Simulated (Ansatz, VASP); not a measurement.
# Two plane-wave programs on InAs

```
In As
1.0
     0.00000    3.09326    3.09326
     3.09326    0.00000    3.09326
     3.09326    3.09326    0.00000
In As
1 1
Direct
  0.00000 0.00000 0.00000
  0.25000 0.25000 0.25000
```

Alike in both runs: task single point; functional PBE; k mesh 10 × 10 × 10; occupations gaussian, width 0.01 eV; no spin polarisation.

|  | VASP | Ansatz |
| --- | --- | --- |
| version | VASP 6.6.1 | Ansatz 0.2.0 |
| potentials or method | VASP PAW PBE potentials, release 64 (In_d, As), cutoff 500 eV | scalar-relativistic, plane waves, PAW |
| valence electrons in the cell | 18 | 28 |

|  | VASP | Ansatz | Ansatz less VASP |
| --- | --- | --- | --- |
| gap on the k mesh at the Fermi level (eV) | none | none | - |
| pressure (GPa) | 0.0 | 0.0 | -0.05 |

A gap of «none» marks a metal or a gap that the smearing closes. With one functional, cell and mesh, what is left measures potentials, basis and numerics. VASP's potentials hold 18 valence electrons a cell and Ansatz's 28, so a difference there can come from the potentials and not from the codes.
